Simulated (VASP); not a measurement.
# Mo (Im-3m) in VASP: a series of runs

Runs on Mo. Level: LDA. Tasks: single point, relaxation of cell and atoms.

Everything below comes from runs of VASP 6.6.1. Logs are shortened: lines on timing, memory, paths and dates and some standing lists are left out, and cuts for length are marked.

## 1. The cell of the first run

Symmetry: Im-3m, No. 229, cubic system. The conventional cell has a = 3.110 Å, b = 3.110 Å, c = 3.110 Å, α = 90.00°, β = 90.00°, γ = 90.00°. Within 3.6 Å of Mo (site symmetry m-3m) lie 14 Mo at 2.69 to 3.11 Å.

## 2. Single point, LDA

INCAR reads:

```
SYSTEM = Mo
PREC = Accurate
ENCUT = 520
EDIFF = 1E-6
ISMEAR = -1
SIGMA = 0.1
LREAL = .False.
LASPH = .True.
NELM = 60
ALGO = Normal
ISIF = 2
LWAVE = .False.
LCHARG = .True.
LELF = .True.
LVHAR = .True.
NBANDS = 13
```

KPOINTS reads:

```
regular mesh
0
Gamma
  10 10 10
  0 0 0
```

POSCAR reads:

```
Mo
1.0
   -1.5550465124      1.5550465124      1.5550465124
    1.5550465124     -1.5550465124      1.5550465124
    1.5550465124      1.5550465124     -1.5550465124
Mo
1
Direct
    0.0000000000      0.0000000000      0.0000000000
```

Potentials or basis: VASP PAW LDA potentials, release 64 (Mo_sv).

Run with:

```
$ cat potpaw_LDA.64/Mo_sv/POTCAR > POTCAR
$ mpirun -np 1 vasp_std > vasp.out
```

OUTCAR:

```text
SYSTEM = Mo
   PREC = Accurate
   ENCUT = 520
   EDIFF = 1E-6
   ISMEAR = -1
   LREAL = .False.
   LASPH = .True.
   NELM = 60
   ISIF = 2

 ion  position               nearest neighbor table
   1  0.000  0.000  0.000-

  LATTYP: Found a body centered cubic cell.
 ALAT       =     3.1100930248

  Lattice vectors:

 A1 = (  -1.5550465124,   1.5550465124,   1.5550465124)
 A2 = (   1.5550465124,  -1.5550465124,   1.5550465124)
 A3 = (   1.5550465124,   1.5550465124,  -1.5550465124)

Analysis of symmetry for initial positions (statically):
=====================================================================
 Subroutine PRICEL returns:
 Original cell was already a primitive cell.

 Routine SETGRP: Setting up the symmetry group for a
 body centered cubic supercell.

 Subroutine GETGRP returns: Found 48 space group operations
 (whereof 48 operations were pure point group operations)
 out of a pool of 48 trial point group operations.

The static configuration has the point symmetry O_h .

Analysis of symmetry for dynamics (positions and initial velocities):
=====================================================================
 Subroutine PRICEL returns:
 Original cell was already a primitive cell.

 Routine SETGRP: Setting up the symmetry group for a
 body centered cubic supercell.

 Subroutine GETGRP returns: Found 48 space group operations
 (whereof 48 operations were pure point group operations)
 out of a pool of 48 trial point group operations.

The dynamic configuration has the point symmetry O_h .

 Subroutine INISYM returns: Found 48 space group operations
 (whereof 48 operations are pure point group operations),
 and found     1 'primitive' translations

----------------------------------------------------------------------------------------

                                     Primitive cell

  volume of cell :      15.0415

  direct lattice vectors                    reciprocal lattice vectors
    -1.555046512  1.555046512  1.555046512     0.000000000  0.321533791  0.321533791
     1.555046512 -1.555046512  1.555046512     0.321533791  0.000000000  0.321533791
     1.555046512  1.555046512 -1.555046512     0.321533791  0.321533791  0.000000000

  length of vectors
     2.693419568  2.693419568  2.693419568     0.454717448  0.454717448  0.454717448

  position of ions in fractional coordinates (direct lattice)
     0.000000000  0.000000000  0.000000000

  ion indices of the primitive-cell ions
   primitive index   ion index
[... 73 lines left out ...]
   EDIFF  = 0.1E-05   stopping-criterion for ELM
   LREAL  =      F    real-space projection
   EDIFFG = 0.1E-04   stopping-criterion for IOM
   NSW    =      0    number of steps for IOM
   IBRION =     -1    ionic relax: 0-MD 1-quasi-New 2-CG
   NFREE  =      0    steps in history (QN), initial steepest desc. (CG)
   ISIF   =      2    stress and relaxation
   ISYM   =      2    0-nonsym 1-usesym 2-fastsym
   POTIM  = 0.5000    time-step for ionic-motion
   TEBEG  =    0.0;   TEEND  =   0.0 temperature during run
   PSTRESS=    0.0 pullay stress
   NELECT =      14.0000    total number of electrons
   NUPDOWN=      -1.0000    fix difference up-down
   EMIN   =  10.00;   EMAX   =-10.00  energy-range for DOS
   EFERMI =   0.00;   METHOD = LEGACY
   ISMEAR =    -1;   SIGMA  =   0.10  broadening in eV -4-tet -1-fermi 0-gaus
   EFERMI_NEDOS =   21; number of points for ismear=-14 and -15
   IALGO  =     38    algorithm
   IMIX   =      4    mixing-type and parameters
     AMIX     =   0.40;   BMIX     =  1.00
     AMIX_MAG =   1.60;   BMIX_MAG =  1.00
  volume/ion in A,a.u.               =      15.04       101.50
  Fermi-wavevector in a.u.,A,eV,Ry     =   1.598407  3.020552 34.761606  2.554906
  Thomas-Fermi vector in A             =   2.695862
   LORBIT       =      0    0 simple, 1 ext, 2 COOP (PROOUT), +10 PAW based schemes
   GGA     = CA    functional components
   LHFCALC =     F    Hartree Fock is set to
   AEXX    =    0.0000 exact exchange contribution
   IVDW    =     0    specifies the selected vdW correction
   LEPSILON=     F    determine dielectric tensor
   LRPA    =     F    only Hartree local field effects (RPA)
 non-spin polarized calculation
  energy-cutoff  :      520.00
  volume of cell :       15.04
 maximum number of plane-waves:       418
   NGX =  9   NGY =  9   NGZ =  9

 number of electron      13.9999996 magnetization

 Free energy of the ion-electron system (eV)
  ---------------------------------------------------
  ext. energy  EPLUGINS =         0.00000000
  ---------------------------------------------------
  free energy    TOTEN  =       -12.13239081 eV

  energy without entropy =      -12.10466013  energy(sigma->0) =      -12.11852547

 E-fermi :  13.2003     XC(G=0): -13.8169

 val. band max:       13.1940560418   @ k =  -0.2000   0.2000   0.1000
 cond. band min:      13.2074613682   @ k =  -0.3000   0.3000   0.3000
 fundamental gap:      0.0134053264
 Fermi energy:        13.2003188937

 k-point     1 :       0.0000    0.0000    0.0000
  band No.  band energies     occupation
      1     -47.8254      2.00000
      2     -21.1710      2.00000
      3     -21.1710      2.00000
      4     -21.1710      2.00000
      5       5.7501      2.00000
      6      11.6582      2.00000
      7      11.6582      2.00000
      8      11.6582      2.00000
      9      14.8077      0.00000
     10      14.8077      0.00000
     11      27.9762      0.00000
     12      27.9762      0.00000
     13      27.9762      0.00000
[... 354 lines left out ...]
  band No.  band energies     occupation
      1     -47.5958      2.00000
      2     -22.2258      2.00000
      3     -21.5646      2.00000
      4     -21.3002      2.00000
      5       8.3310      2.00000
      6      10.5812      2.00000
      7      11.3787      2.00000
      8      13.6515      0.02173
      9      15.0657      0.00000
     10      15.9044      0.00000
     11      27.6037      0.00000
     12      29.4274      0.00000
     13      33.5448      0.00000

 [... further k-points ...]
[... 5 lines left out ...]
  --------------------------------------------------------------------------------------
  -------------------------------------------------------------------------------------
  Total        0.1094561      0.1094561      0.1094561     -0.0000000     -0.0000000      0.0000000
  in kB       11.6589759     11.6589759     11.6589759     -0.0000000     -0.0000000      0.0000000
  external PRESSURE =      11.6589759 kB  Pullay stress =       0.0000000 kB

 VOLUME and BASIS-vectors are now :
 -----------------------------------------------------------------------------
  energy-cutoff  :      520.00
  volume of cell :       15.04
      direct lattice vectors                 reciprocal lattice vectors
    -1.555046512  1.555046512  1.555046512     0.000000000  0.321533791  0.321533791
     1.555046512 -1.555046512  1.555046512     0.321533791  0.000000000  0.321533791
     1.555046512  1.555046512 -1.555046512     0.321533791  0.321533791  0.000000000

 POSITION                                       TOTAL-FORCE (eV/Angst)
 -----------------------------------------------------------------------------------
      0.00000      0.00000      0.00000        -0.000000      0.000000     -0.000000
 -----------------------------------------------------------------------------------
    total drift:                                0.000000     -0.000000      0.000000

  FREE ENERGIE OF THE ION-ELECTRON SYSTEM (eV)
  ---------------------------------------------------
  free  energy   TOTEN  =       -12.1323908074 eV

  energy  without entropy=      -12.1046601271  energy(sigma->0) =      -12.11852547
```

OSZICAR:

```text
N       E                     dE             d eps       ncg     rms          rms(c)
DAV:   1     0.953992369842E+02    0.95399E+02   -0.78554E+03  1222   0.111E+03
DAV:   2    -0.116239428857E+02   -0.10702E+03   -0.10290E+03  1392   0.322E+02
DAV:   3    -0.128366600487E+02   -0.12127E+01   -0.12102E+01  1357   0.353E+01
DAV:   4    -0.128395277443E+02   -0.28677E-02   -0.28677E-02  1372   0.204E+00
DAV:   5    -0.128395478136E+02   -0.20069E-04   -0.20070E-04  1367   0.153E-01    0.170E+01
DAV:   6    -0.122238810139E+02    0.61567E+00   -0.71547E-01  1262   0.108E+01    0.446E+00
DAV:   7    -0.121387027233E+02    0.85178E-01   -0.12135E-01  1327   0.412E+00    0.855E-01
DAV:   8    -0.121323913602E+02    0.63114E-02   -0.45011E-03  1257   0.853E-01    0.188E-01
DAV:   9    -0.121323807681E+02    0.10592E-04   -0.12780E-04  1393   0.136E-01    0.681E-02
DAV:  10    -0.121323907718E+02   -0.10004E-04   -0.74562E-06  1272   0.316E-02    0.330E-03
DAV:  11    -0.121323908074E+02   -0.35596E-07   -0.55802E-08   646   0.293E-03
   1 F= -.12132391E+02 E0= -.12118525E+02  d E =-.277307E-01
```

Run time: 15 s. Hardware: 1 thread of AMD EPYC 7R13, shared host; peak memory 0.09 GiB.

Results:

- Free energy: -12.1324 eV
- Pressure: 1.2 GPa
- Band gap on the k mesh: zero (band 7 reaches 17.35 eV, above the bottom of band 8 at 11.66 eV)

## 3. Relaxation of cell and atoms, LDA

This run uses another cell than the first one, of 15.58 Å³/atom, 1.036 times its volume.

INCAR reads:

```
SYSTEM = Mo
PREC = Accurate
ENCUT = 600
EDIFF = 1E-6
ISMEAR = -1
SIGMA = 0.1
LREAL = .False.
LASPH = .True.
NELM = 100
ALGO = Normal
ISIF = 3
LWAVE = .False.
LCHARG = .False.
IBRION = 2
NSW = 50
EDIFFG = -0.02
```

KPOINTS is that of step 2.

POSCAR reads:

```
Mo
1.0
   -1.5734150000      1.5734150000      1.5734150000
    1.5734150000     -1.5734150000      1.5734150000
    1.5734150000      1.5734150000     -1.5734150000
Mo
1
Direct
    0.0000000000      0.0000000000      0.0000000000
```

Potentials or basis: VASP PAW LDA potentials, release 64 (Mo_sv).

Run with:

```
$ cat potpaw_LDA.64/Mo_sv/POTCAR > POTCAR
$ mpirun -np 1 vasp_std > vasp.out
```

Wall time 56 s (1 thread of AMD EPYC 7R13, shared host); peak memory 0.11 GiB.

It converged, with:

```yaml
Free_energy: -12.1330 eV
Relaxed_volume: 15.10 Å³/atom
Relaxed_cell: a = 2.697 Å, b = 2.697 Å, c = 2.697 Å, α = 109.47°, β = 109.47°, γ = 109.47°
Space_group_after_relaxing_to_0.05_Å: Im-3m (No. 229)
Energy_gained_by_relaxing: 12.9 meV/atom
Ionic_steps: 4
Pressure_after_relaxing: 0.0 GPa
Band_gap_on_the_k_mesh: zero (band 7 reaches 17.25 eV, above the bottom of band 8 at 11.60 eV)
```

The path:
```
step  energy change (eV)  largest force (eV/Å)  pressure (GPa)  volume (Å³)
   1              0.0000                0.0000           -8.43        15.58
   2              0.1040                0.0000           31.29        13.81
   3             -0.0129                0.0000           -0.31        15.12
   4             -0.0129                0.0000           -0.04        15.10
```

Final structure:
```cif
data_structure
_symmetry_space_group_name_H-M 'P 1'
_symmetry_Int_Tables_number 1
_cell_length_a 2.6971
_cell_length_b 2.6971
_cell_length_c 2.6971
_cell_angle_alpha 109.471
_cell_angle_beta 109.471
_cell_angle_gamma 109.471
_cell_volume 15.10
loop_
_atom_site_label
_atom_site_type_symbol
_atom_site_fract_x
_atom_site_fract_y
_atom_site_fract_z
_atom_site_occupancy
Mo1 Mo 0.00000 0.00000 0.00000 1
```

Levels at points of the mesh, in eV from the Fermi level:
```csv
k point,band 5,band 6,band 7,band 8,band 9,band 10
"(0.00, 0.00, 0.00)",-7.44,-1.53,-1.53,-1.53,1.60,1.60
"(0.50, 0.00, 0.00)",-5.64,-3.67,1.66,1.72,2.31,4.94
"(0.50, 0.50, 0.50)",-5.83,-5.83,4.12,4.12,4.12,9.22
```

LDA usually gives volumes a few per cent too small. Zero-point motion and thermal expansion aren't in these numbers.
